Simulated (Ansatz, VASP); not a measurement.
CdS: VASP beside Ansatz

```
CELL_PARAMETERS angstrom
0.00000 2.93921 2.93921
2.93921 0.00000 2.93921
2.93921 2.93921 0.00000
ATOMIC_POSITIONS crystal
Cd 0.00000 0.00000 0.00000
S 0.25000 0.25000 0.25000
```

Alike in both runs: task single point; functional LDA; k mesh 6 × 6 × 6; no spin polarisation.

|  | VASP | Ansatz |
| --- | --- | --- |
| version | VASP 6.6.1 | Ansatz 0.2.0 |
| potentials or method | VASP PAW LDA potentials, release 64 (Cd, S) | plane waves |
| plane-wave cutoff (eV) | 500 | 420 |
| occupations | gaussian, width 0.01 eV | fixed |
| valence electrons in the cell | 18 | 26 |

|  | VASP | Ansatz | Ansatz less VASP |
| --- | --- | --- | --- |
| gap on the k mesh at the Fermi level (eV) | 0.84 | 0.81 | -0.027 |
| pressure (GPa) | -3.3 | -3.7 | -0.41 |

LDA's correlation is that of Perdew and Zunger in VASP and of Perdew and Wang (1992) in Ansatz. VASP's potentials hold 18 valence electrons a cell and Ansatz's 26, so a difference there can come from the potentials and not from the codes.
